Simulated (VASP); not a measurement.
Set up this calculation in VASP 6.6.1, as the native input.

```yaml
Task: single point
Functional: PBEsol
Potentials_or_basis: VASP PAW PBE potentials, release 64 (Sn_d, O)
Cutoff: 520 eV
k_mesh: 6 × 6 × 8
Occupations: fermi-dirac, width 0.05 eV
Spin: no spin polarisation
Dipole_correction: no
Further_INCAR_settings: ALGO = Normal; EDIFF = 1e-06; NBANDS = 35
```

The structure of SnO2 lies in POSCAR:

```
SnO2
1.0
    4.8510112781      0.0000000000      0.0000000000
    0.0000000000      4.9306233178      0.0000000000
    0.0000000000      0.0000000000      3.2835462855
Sn O
2 4
Direct
    0.0000000000      0.0000000000      0.0000000000
    0.5000000000      0.5000000000      0.5000000000
    0.7081450000      0.6789580000      0.0000000000
    0.2081450000      0.8210420000      0.5000000000
    0.7918550000      0.1789580000      0.5000000000
    0.2918550000      0.3210420000      0.0000000000
```

The input as run:

INCAR

```
SYSTEM = SnO2
ALGO = Normal
EDIFF = 1E-6
ENCUT = 520
GGA = PS
ISIF = 2
ISMEAR = -1
LASPH = .True.
LCHARG = .False.
LREAL = .False.
LWAVE = .False.
NBANDS = 35
NELM = 80
PREC = Accurate
SIGMA = 0.05
```

KPOINTS

```
k-points
0
Gamma
  6 6 8
  0 0 0
```

Potentials or basis: VASP PAW PBE potentials, release 64 (Sn_d, O).

Run with:

```console
$ cat potpaw_PBE.64/Sn_d/POTCAR potpaw_PBE.64/O/POTCAR > POTCAR
$ mpirun -np 1 vasp_std > vasp.out
```

Results of the run:

```json
{
 "Pressure": "-11.8 GPa",
 "Largest force": "0.217 eV/Å",
 "Band gap on the k mesh": "0.41 eV (least direct gap 0.46 eV)"
}
```

Caveat: the cell stands under tension; semilocal functionals underestimate gaps, and a narrow one can read as zero; the PAW data sets were made with another functional, which shifts forces and pressure a little; spin-orbit coupling is left out, which moves the levels of the heavy elements.

Wall time 110 s on 1 thread of Intel(R) Xeon(R) Platinum 8375C CPU @ 2.90GHz (Ice Lake), with other jobs on the host, peak memory 0.29 GiB.
